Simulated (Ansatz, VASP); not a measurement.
# Co in VASP and in Ansatz

```
CELL_PARAMETERS angstrom
0.00000 1.73677 1.73677
1.73677 0.00000 1.73677
1.73677 1.73677 0.00000
ATOMIC_POSITIONS crystal
Co 0.00000 0.00000 0.00000
```

Alike in both runs: functional PBEsol; k mesh 10 × 10 × 10; occupations gaussian, width 0.1 eV; collinear spin.

Ansatz relaxed the structure, and its values are those at the end. VASP's run is a single point on that final structure, the one shown.

|  | VASP | Ansatz |
| --- | --- | --- |
| version | VASP 6.6.1 | Ansatz 0.2.0 |
| potentials or method | VASP PAW PBE potentials, release 64 (Co), cutoff 520 eV | scalar-relativistic, plane waves, PAW |
| valence electrons in the cell | 9 | 17 |

|  | VASP | Ansatz | Ansatz less VASP |
| --- | --- | --- | --- |
| gap on the k mesh at the Fermi level (eV) | none | none | - |
| pressure (GPa) | -1.1 | -0.1 | +1.02 |
| net moment per atom (μB) | 1.67 | 1.68 | +0.015 |
| size of the moment on the site where the two differ most (μB) | 1.67 | 1.74 | +0.065 |

VASP's potentials were made for PBE, not for PBEsol. Site moments also hang on the region over which each program counts them. A gap of «none» marks a metal or a gap that the smearing closes. The functional is the same, so the differences come from potentials, cutoffs and numerics. VASP's potentials hold 9 valence electrons a cell and Ansatz's 17, so a difference there can come from the potentials and not from the codes.
